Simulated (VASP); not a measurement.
BN:

```
B N
1.0
     0.00000    1.80483    1.80483
     1.80483    0.00000    1.80483
     1.80483    1.80483    0.00000
B N
1 1
Direct
  0.00000 0.00000 0.00000
  0.25000 0.25000 0.25000
```

Base run:

```yaml
Program: VASP 6.6.1
Functional: r2SCAN
Potentials_or_basis: VASP PAW PBE potentials, release 64 (B, N)
Cutoff: 520 eV
k_mesh: 10 × 10 × 10
Occupations: gaussian, width 0.01 eV
Spin: no spin polarisation
```

Its results: band gap on the k mesh 4.98 eV, indirect (least direct gap 9.55 eV); pressure 1.1 GPa.

The run is repeated on the same cell with these changes: potentials or basis from VASP PAW PBE potentials, release 64 (B, N) to VASP PAW PBE potentials, release 64 (B_h, N_h); cutoff from 520 eV to 910 eV. What comes out?

Band gap on the k mesh 5.00 eV, indirect (least direct gap 9.57 eV); pressure -0.5 GPa.

Caveats: the PAW data sets were made with another functional, which shifts forces and pressure a little; the cutoff is under 1.25 times the usual one of these potentials, so pressure, stress and relaxed cells hold a basis-set (Pulay) error (some runs).

A k mesh can miss the band edges.
